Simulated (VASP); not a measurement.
A run of VASP 6.6.1 is set up as follows.

INCAR

```
SYSTEM = Hf
PREC = Accurate ; ENCUT = 520
EDIFF = 1E-7 ; ISMEAR = -1
SIGMA = 0.05 ; LREAL = .FALSE.
LASPH = .TRUE. ; NELM = 100
ALGO = Normal ; ISIF = 2
LWAVE = .FALSE. ; LCHARG = .FALSE.
GGA = PE ; NBANDS = 11
```

File KPOINTS:

```
regular mesh
0
G
  14 14 14
  0 0 0
```

The input POSCAR:

```
Hf
1.0
   -1.7689000000      1.7689000000      1.8050000000
    1.7689000000     -1.7689000000      1.8050000000
    1.7689000000      1.7689000000     -1.8050000000
Hf
1
Direct
    0.0000000000      0.0000000000      0.0000000000
```

Potentials or basis: VASP PAW PBE potentials, release 64 (Hf_pv).

Run with:

```console
$ cat potpaw_PBE.64/Hf_pv/POTCAR > POTCAR
$ mpirun -np 1 vasp_std > vasp.out
```

(1) Estimate the pressure.

(2) Estimate the band gap on the k mesh.

## Answers

(1) -1.6 GPa.

(2) zero (bands 5 and 6 overlap by 2.18 eV).

Caveat: the cell differs from its parent crystal (equal xx and yy strain of -2 %); spin-orbit coupling is left out, which moves the levels of the heavy elements.
